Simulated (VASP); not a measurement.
HfO2:

```
Hf O
1.0
     3.60432    0.00000    0.00000
     0.00000    3.60432    0.00000
     0.00000    0.00000    5.26363
Hf O
2 4
Direct
  0.50000 0.50000 0.50000
  0.00000 0.00000 0.00000
  0.00000 0.50000 0.69328
  0.50000 0.00000 0.80672
  0.50000 0.00000 0.30672
  0.00000 0.50000 0.19328
```

- Program: VASP 6.6.1
- Task: relaxation of cell and atoms
- Functional: LDA
- Potentials or basis: VASP PAW LDA potentials, release 64 (Hf_pv, O)
- Cutoff: 600 eV
- k mesh: 6 × 6 × 4
- Occupations: fermi-dirac, width 0.02 eV
- Spin: no spin polarisation

At the start: pressure -16.3 GPa; volume 11.40 Å³/atom.

Q: How do energy, volume and symmetry change on relaxing?

A: Over 20 steps the energy falls by 46.7 meV/atom and the volume is 10.49 Å³/atom (-7.9 %); space group P4_2/nmc (No. 137, to 0.1 Å) before and after.

Step by step:
```csv
step,energy change (eV),largest force (eV/Å),pressure (GPa),volume (Å³)
1,0.0000,0.1505,-16.34,68.38
2,0.4545,1.1375,37.25,57.51
3,-0.2397,0.2580,-0.71,64.09
4,-0.2399,0.2704,-0.24,63.98
5,-0.2398,0.2798,0.15,63.89
6,-0.2542,0.2420,0.26,63.66
7,-0.2668,0.1452,0.92,62.95
8,-0.2680,0.1648,0.72,63.11
9,-0.2773,0.0603,-0.61,63.25
10,-0.2786,0.0115,-1.26,63.32
11,-0.2793,0.0123,0.87,62.78
12,-0.2801,0.0119,-0.02,63.01
13,-0.2802,0.0139,0.07,62.98
14,-0.2802,0.0151,0.13,62.96
15,-0.2803,0.0080,-0.12,63.00
16,-0.2803,0.0090,-0.08,62.99
17,-0.2803,0.0047,-0.07,62.98
18,-0.2803,0.0001,-0.05,62.96
19,-0.2803,0.0020,0.07,62.93
20,-0.2803,0.0011,0.03,62.95
```

Final structure:
```
Hf O
1.0
     3.52330    0.00000    0.00000
     0.00000    3.52330    0.00000
     0.00000    0.00000    5.07064
Hf O
2 4
Direct
  0.50000 0.50000 0.50000
  0.00000 0.00000 0.00000
  0.00000 0.50000 0.70613
  0.50000 0.00000 0.79387
  0.50000 0.00000 0.29387
  0.00000 0.50000 0.20613
```
